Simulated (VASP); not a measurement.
Wanted: the native input for a VASP 6.6.1 run.

| Item | Value |
| --- | --- |
| Task | single point |
| Functional | PBEsol |
| Potentials or basis | VASP PAW PBE potentials, release 64 (C) |
| Cutoff | 520 eV |
| k mesh | 12 × 12 × 12 |
| Occupations | gaussian, width 0.02 eV |
| Spin | no spin polarisation |
| Dipole correction | no |
| Further INCAR settings | ALGO = Normal; EDIFF = 1e-06; NBANDS = 11 |

The structure of C lies in POSCAR:

```
C
1.0
    0.0000000000      1.7769046139      1.7769046139
    1.7769046139      0.0000000000      1.7769046139
    1.7769046139      1.7769046139      0.0000000000
C
2
Direct
    0.5000000000      0.5000000000      0.5000000000
    0.7500000000      0.7500000000      0.7500000000
```

These files were run (other wordings do the same):

INCAR

```
ALGO     = Normal         # electronic algorithm
EDIFF    = 1E-6           # SCF threshold, eV
ENCUT    = 520            # plane-wave cutoff, eV
GGA      = PS             # functional
ISIF     = 2              # what is computed and relaxed
ISMEAR   = 0              # smearing method
LASPH    = True           # aspherical terms in the spheres
LCHARG   = False          # write CHGCAR
LREAL    = False          # projectors in reciprocal space
LWAVE    = False          # write WAVECAR
NBANDS   = 11             # bands
NELM     = 100            # most SCF steps
PREC     = Accurate       # precision mode
SIGMA    = 0.02           # smearing width, eV
```

KPOINTS

```
k-points
0
Gamma
  12 12 12
```

Potentials or basis: VASP PAW PBE potentials, release 64 (C).

Launch:

```console
$ cat potpaw_PBE.64/C/POTCAR > POTCAR
$ mpirun -np 1 vasp_std > vasp.out
```

Results of the run:

* Pressure: 1.1 GPa
* Band gap on the k mesh: 4.06 eV, indirect (least direct gap 5.57 eV)

Caveat: the PAW data sets were made with another functional, which shifts forces and pressure a little.

It took 14 s on 1 thread of Intel Xeon 8259CL, on a shared host, peak memory 0.12 GiB.
